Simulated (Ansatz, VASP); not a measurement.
**SiC: VASP beside Ansatz**

File INCAR:

```
SYSTEM = SiC
PREC = Accurate ; ENCUT = 520
EDIFF = 1E-6 ; ISMEAR = 0
SIGMA = 0.05 ; LREAL = .FALSE.
LASPH = .TRUE. ; NELM = 80
ALGO = Normal ; ISIF = 2
LWAVE = .FALSE. ; LCHARG = .FALSE.
GGA = PE ; NBANDS = 26
```

The input KPOINTS:

```
regular mesh
0
G
  6 6 6
  0 0 0
```

File POSCAR:

```
SiC
1.0
    4.3480000000      0.0000000000      0.0000000000
    0.0000000000     -4.3480000000      0.0000000000
    0.0000000000      0.0000000000     -4.3480000000
Si C
4 4
Direct
    0.0000000000      0.5413983441      0.5000000000
    0.5000000000      0.0000000000      0.5000000000
    0.5000000000      0.5000000000      0.0000000000
    0.0000000000      0.0000000000      0.0000000000
    0.7500000000      0.7500000000      0.7500000000
    0.2500000000      0.2500000000      0.7500000000
    0.2500000000      0.7500000000      0.2500000000
    0.7500000000      0.2500000000      0.2500000000
```

Input for Ansatz:

```yaml
crystal:
  lattice:
    - [4.348, 0.0, 0.0]
    - [0.0, -4.348, 0.0]
    - [0.0, 0.0, -4.348]
  atoms:
    - { symbol: Si, position: [0.0, 0.5413983441, 0.5] }
    - { symbol: Si, position: [0.5, 0.0, 0.5] }
    - { symbol: Si, position: [0.5, 0.5, 0.0] }
    - { symbol: Si, position: [0.0, 0.0, 0.0] }
    - { symbol: C, position: [0.75, 0.75, 0.75] }
    - { symbol: C, position: [0.25, 0.25, 0.75] }
    - { symbol: C, position: [0.25, 0.75, 0.25] }
    - { symbol: C, position: [0.75, 0.25, 0.25] }
basis:
  ecutwfc: 420
kpoints:
  mp_grid: { grid: [6, 6, 6] }
hamiltonian:
  xc: pbe
scf:
  occupations: { method: gaussian, width: 0.05 }
output:
  forces: true
  stress: true
  eigenvalues: true
```

Alike in both runs: task single point; functional PBE; k mesh 6 × 6 × 6; occupations gaussian, width 0.05 eV; no spin polarisation.

|  | VASP | Ansatz |
| --- | --- | --- |
| version | VASP 6.6.1 | Ansatz 0.2.0 |
| potentials or method | VASP PAW PBE potentials, release 64 (Si, C), cutoff 520 eV | scalar-relativistic, plane waves, PAW |
| valence electrons in the cell | 32 | 32 |

```csv
,VASP,Ansatz,Ansatz less VASP
gap on the k mesh at the Fermi level (eV),0.63,0.63,+0.004
least direct gap on the mesh (eV),0.63,0.63,+0.004
pressure (GPa),5.9,6.0,+0.07
"traceless stress, the component that is largest in VASP (GPa)",3.23,3.24,+0.008
rms of the force components (eV/Å),1.095,1.096,+0.0012
```

Atom by atom the forces differ by 0.002 eV/Å (rms over components).
